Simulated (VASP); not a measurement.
Write the native input for VASP 6.6.1 that does the following.

| Property | Result |
| --- | --- |
| Task | single point |
| Functional | revPBE |
| Potentials or basis | VASP PAW PBE potentials, release 64 (C) |
| Cutoff | 520 eV |
| k mesh | 21 × 21 × 21 |
| Occupations | fermi-dirac, width 0.1 eV |
| Spin | no spin polarisation |
| Dipole correction | no |
| Further INCAR settings | ALGO = Normal; EDIFF = 1e-06; NBANDS = 8 |

The structure of C lies in POSCAR:

```
C
1.0
   -1.1604752604      1.1604752604      1.1604752604
    1.1604752604     -1.1604752604      1.1604752604
    1.1604752604      1.1604752604     -1.1604752604
C
1
Direct
    0.0000000000      0.0000000000      0.0000000000
```

This cell differs from its parent crystal: volume scaled by 0.92.

These files were run (other wordings do the same):

INCAR

```
SYSTEM = C
PREC = Accurate
ENCUT = 520
EDIFF = 1E-6
ISMEAR = -1
SIGMA = 0.1
LREAL = .False.
LASPH = .True.
NELM = 100
ALGO = Normal
ISIF = 2
LWAVE = .False.
LCHARG = .False.
GGA = RE
NBANDS = 8
```

KPOINTS

```
regular mesh
0
Gamma
  21 21 21
  0 0 0
```

Potentials or basis: VASP PAW PBE potentials, release 64 (C).

Command:

```bash
$ cat potpaw_PBE.64/C/POTCAR > POTCAR
$ mpirun -np 1 vasp_std > vasp.out
```

It gave:

```yaml
Pressure: 17.2 GPa
Band_gap_on_the_k_mesh: zero (band 2 reaches 19.31 eV, above the bottom of band 3 at 4.03 eV)
```

Caveat: the PAW data sets were made with another functional, which shifts forces and pressure a little.

Run time: 16 s on 1 thread of Intel Xeon 8259CL, on a shared host, peak memory 0.08 GiB.
